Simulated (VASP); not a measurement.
# MnO (Fm-3m) in VASP: notebook

The runs below take MnO through single point, with PBE.

Program: VASP 6.6.1. These are calculated values, not measurements. Logs are shortened: lines on timing, memory, paths and dates and some standing lists are left out, and cuts for length are marked.

## (1) The cell of the first run

It takes space group Fm-3m (No. 225, cubic). Conventional cell: a = 4.444 Å, b = 4.444 Å, c = 4.444 Å, α = 90.00°, β = 90.00°, γ = 90.00°. Mn (site symmetry m-3m) has 6 O at 2.22 Å within 2.9 Å. O (site symmetry m-3m) has 6 Mn at 2.22 Å within 2.9 Å.

## (2) Single point, PBE, collinear spin, ferromagnetic start

The input, INCAR:

```
PREC = Accurate ; ENCUT = 520
EDIFF = 1E-6 ; ISMEAR = -1
SIGMA = 0.05 ; LREAL = F
LASPH = T ; NELM = 150
ALGO = Normal ; ISIF = 2
LWAVE = F ; LCHARG = F
ISPIN = 2 ; MAGMOM = 8 0
LORBIT = 11 ; NUPDOWN = 8.0
LMAXMIX = 4 ; GGA = PE
NBANDS = 20
```

The input, KPOINTS:

```
regular mesh
0
Gamma
  9 9 9
```

The input, POSCAR:

```
MnO
1.0
    0.0000000000      2.2220003300      2.2220003300
    2.2220003300      0.0000000000      2.2220003300
    2.2220003300      2.2220003300      0.0000000000
Mn O
1 1
Direct
    0.0000000000      0.0000000000      0.0000000000
    0.5000000000      0.5000000000      0.5000000000
```

Potentials or basis: VASP PAW PBE potentials, release 64 (Mn_pv, O).

On the command line:

```bash
> cat potpaw_PBE.64/Mn_pv/POTCAR potpaw_PBE.64/O/POTCAR > POTCAR
> mpirun -np 1 vasp_std > vasp.out
```

OUTCAR:

```text
PREC = Accurate
   ENCUT = 520
   EDIFF = 1E-6
   ISMEAR = -1
   LREAL = F
   LASPH = T
   NELM = 150
   ISIF = 2
   ISPIN = 2
   LORBIT = 11
   NUPDOWN = 8.0
   GGA = PE

 ion  position               nearest neighbor table
   1  0.000  0.000  0.000-   2 2.22   2 2.22   2 2.22   2 2.22   2 2.22   2 2.22
   2  0.500  0.500  0.500-   1 2.22   1 2.22   1 2.22   1 2.22   1 2.22   1 2.22

  LATTYP: Found a face centered cubic cell.
 ALAT       =     4.4440006600

  Lattice vectors:

 A1 = (   0.0000000000,   2.2220003300,   2.2220003300)
 A2 = (   2.2220003300,   0.0000000000,   2.2220003300)
 A3 = (   2.2220003300,   2.2220003300,   0.0000000000)

Analysis of symmetry for initial positions (statically):
=====================================================================
 Subroutine PRICEL returns:
 Original cell was already a primitive cell.

 Routine SETGRP: Setting up the symmetry group for a
 face centered cubic supercell.

 Subroutine GETGRP returns: Found 48 space group operations
 (whereof 48 operations were pure point group operations)
 out of a pool of 48 trial point group operations.

The static configuration has the point symmetry O_h .

Analysis of symmetry for dynamics (positions and initial velocities):
=====================================================================
 Subroutine PRICEL returns:
 Original cell was already a primitive cell.

 Routine SETGRP: Setting up the symmetry group for a
 face centered cubic supercell.

 Subroutine GETGRP returns: Found 48 space group operations
 (whereof 48 operations were pure point group operations)
 out of a pool of 48 trial point group operations.

The dynamic configuration has the point symmetry O_h .

Analysis of structural, dynamic, and magnetic symmetry:
=====================================================================
 Subroutine PRICEL returns:
 Original cell was already a primitive cell.

 Routine SETGRP: Setting up the symmetry group for a
 face centered cubic supercell.

 Subroutine GETGRP returns: Found 48 space group operations
 (whereof 48 operations were pure point group operations)
 out of a pool of 48 trial point group operations.

The overall configuration has the point symmetry O_h .

 Subroutine INISYM returns: Found 48 space group operations
 (whereof 48 operations are pure point group operations),
[... 112 lines left out ...]
   EFERMI_NEDOS =   21; number of points for ismear=-14 and -15
   IALGO  =     38    algorithm
   IMIX   =      4    mixing-type and parameters
     AMIX     =   0.40;   BMIX     =  1.00
     AMIX_MAG =   1.60;   BMIX_MAG =  1.00
  volume/ion in A,a.u.               =      10.97        74.03
  Fermi-wavevector in a.u.,A,eV,Ry     =   1.560409  2.948746 33.128523  2.434878
  Thomas-Fermi vector in A             =   2.663626
   LORBIT       =     11    0 simple, 1 ext, 2 COOP (PROOUT), +10 PAW based schemes
   GGA     = PE    functional components
   LHFCALC =     F    Hartree Fock is set to
   AEXX    =    0.0000 exact exchange contribution
   IVDW    =     0    specifies the selected vdW correction
   LEPSILON=     F    determine dielectric tensor
   LRPA    =     F    only Hartree local field effects (RPA)
 spin polarized calculation
  energy-cutoff  :      520.00
  volume of cell :       21.94
 maximum number of plane-waves:       609
   NGX = 11   NGY = 11   NGZ = 11

 number of electron      18.9999992 magnetization       7.9999996

 Free energy of the ion-electron system (eV)
  ---------------------------------------------------
  ext. energy  EPLUGINS =         0.00000000
  ---------------------------------------------------
  free energy    TOTEN  =        -2.30302099 eV

  energy without entropy =       -2.28661790  energy(sigma->0) =       -2.29481945

 E-fermi :   2.5403     XC(G=0): -11.9529

 val. band max:       14.1615082933   @ k =  -0.3333   0.4444   0.2222
 cond. band min:       2.5838769918   @ k =   0.4444   0.1111   0.0000
 fundamental gap:    -11.5776313015
 Fermi energy:        14.3496775387

 spin component 1

 k-point     1 :       0.0000    0.0000    0.0000
  band No.  band energies     occupation
      1     -42.5901      1.00000
      2     -42.5901      1.00000
      3     -42.5901      1.00000
      4     -15.6353      1.00000
      5       0.7042      1.00000
      6       0.7042      1.00000
[... 541 lines left out ...]
     19      32.5180      0.00000
     20      34.5555      0.00000

 [... further k-points ...]

 spin component 2

 k-point     1 :       0.0000    0.0000    0.0000
  band No.  band energies     occupation
      1     -37.4948      1.00000
      2     -37.4948      1.00000
      3     -37.4948      1.00000
      4     -12.4854      1.00000
      5       3.9047      0.00000
      6       3.9047      0.00000
[... 541 lines left out ...]
     19      35.3096      0.00000
     20      36.4000      0.00000

 [... further k-points ...]

------------------------ aborting loop because EDIFF is reached ----------------------------------------

  FORCE on cell =-STRESS in cart. coord.  units (eV):
  Direction    XX          YY          ZZ          XY          YZ          ZX
  --------------------------------------------------------------------------------------
  -------------------------------------------------------------------------------------
  Total       16.4138394     16.4138394     16.4138394      0.0000000      0.0000000     -0.0000000
  in kB     1198.5562207   1198.5562207   1198.5562207      0.0000000      0.0000000     -0.0000000
  external PRESSURE =    1198.5562207 kB  Pullay stress =       0.0000000 kB

 VOLUME and BASIS-vectors are now :
 -----------------------------------------------------------------------------
  energy-cutoff  :      520.00
  volume of cell :       21.94
      direct lattice vectors                 reciprocal lattice vectors
     0.000000000  2.222000330  2.222000330    -0.225022469  0.225022469  0.225022469
     2.222000330  0.000000000  2.222000330     0.225022469 -0.225022469  0.225022469
     2.222000330  2.222000330  0.000000000     0.225022469  0.225022469 -0.225022469

 POSITION                                       TOTAL-FORCE (eV/Angst)
 -----------------------------------------------------------------------------------
      0.00000      0.00000      0.00000         0.000000      0.000000      0.000000
      2.22200      2.22200      2.22200         0.000000      0.000000     -0.000000
 -----------------------------------------------------------------------------------
    total drift:                                0.000000     -0.000000     -0.000000

  FREE ENERGIE OF THE ION-ELECTRON SYSTEM (eV)
  ---------------------------------------------------
  free  energy   TOTEN  =        -2.3030209935 eV

  energy  without entropy=       -2.2866179009  energy(sigma->0) =       -2.29481945

 total charge

# of ion       s       p       d       tot
------------------------------------------
    1        0.445   6.268   4.797  11.510
    2        1.649   3.110   0.000   4.759
--------------------------------------------------
tot          2.094   9.378   4.797  16.269

 magnetization (x)

# of ion       s       p       d       tot
------------------------------------------
    1        0.303   0.194   4.611   5.108
    2        0.097   1.525   0.000   1.621
--------------------------------------------------
tot          0.400   1.718   4.611   6.729
```

It took 54 s on 1 thread of Intel Xeon 6975P-C, shared host; peak memory 0.16 GiB.

What came out:

```yaml
Free_energy: -2.3030 eV
Pressure: 119.9 GPa
Net_moment: 8.00 μB per cell
Site_moments: Mn +5.11; O +1.62 μB
Valence_electrons_inside_the_program's_atomic_spheres: Mn 11.51; O 4.76
```

Caveat: the total moment is fixed, so each spin has its own Fermi level; a cell with one magnetic atom can't hold antiferromagnetic order, which such compounds often take.

## (3) Single point, PBE, collinear spin, ferromagnetic start

This run uses another cell than the first one, of 10.31 Å³/atom, 0.940 times its volume.

The input, INCAR:

```
SYSTEM = MnO
  PREC = Accurate
  ENCUT = 600
  EDIFF = 1E-6
  ISMEAR = -1
  SIGMA = 0.05
  LREAL = .FALSE.
  LASPH = .TRUE.
  NELM = 200
  ALGO = Normal
  ISIF = 2
  LWAVE = .FALSE.
  LCHARG = .TRUE.
  ISPIN = 2
  MAGMOM = 4 0
  LORBIT = 11
  LMAXMIX = 4
  GGA = PE
  LELF = .TRUE.
  LVHAR = .TRUE.
  NBANDS = 22
  GGA_COMPAT = .FALSE.
```

The input, KPOINTS:

```
regular mesh
0
G
  10 10 10
  0 0 0
```

The input, POSCAR:

```
MnO
1.0
    0.0000000000      2.1766406568      2.1766406568
    2.1766406568      0.0000000000      2.1766406568
    2.1766406568      2.1766406568      0.0000000000
Mn O
1 1
Direct
    0.0000000000      0.0000000000      0.0000000000
    0.5000000000      0.5000000000      0.5000000000
```

Potentials or basis: VASP PAW PBE potentials, release 64 (Mn_sv, O).

On the command line:

```bash
> cat potpaw_PBE.64/Mn_sv/POTCAR potpaw_PBE.64/O/POTCAR > POTCAR
> mpirun -np 1 vasp_std > vasp.out
```

Wall time 43 s (1 thread of Intel Xeon 6975P-C (Granite Rapids), shared host); peak memory 0.19 GiB.

The run converged. Its results:

```yaml
Free_energy: -16.4494 eV
Pressure: 5.0 GPa
Net_moment: 4.56 μB per cell
Site_moments: Mn +4.00; O +0.19 μB
Valence_electrons_inside_the_program's_atomic_spheres: Mn 12.84; O 5.00
```

Levels at points of the mesh, in eV from the Fermi level:
Spin up:
```
           k point  band 11  band 12  band 13  band 14  band 15  band 16
(0.00, 0.00, 0.00)    -3.32    -2.73    -2.73    -0.30    14.11    16.69
(0.50, 0.00, 0.00)    -1.86     0.34     0.34     3.55     8.20    12.23
(0.50, 0.50, 0.00)    -1.99    -1.99    -1.80     5.42     8.08    10.68
```
Spin down:
```
           k point  band 5  band 6  band 7  band 8  band 9  band 10  band 11  band 12
(0.00, 0.00, 0.00)  -20.50   -3.78   -3.78   -3.78    0.47     0.47     0.47     0.93
(0.50, 0.00, 0.00)  -19.41   -8.03   -5.41   -5.41    1.79     1.83     1.83     3.68
(0.50, 0.50, 0.00)  -19.47   -7.02   -4.81   -4.81   -1.27     1.82     2.14     2.31
```

Caveat: a cell with one magnetic atom can't hold antiferromagnetic order, which such compounds often take; semilocal functionals often make such compounds metallic where correlation or magnetic order opens a gap, which also shifts bond lengths. With open d or f shells a metallic result of PBE can be an artefact of self-interaction; +U or a hybrid may open a gap.
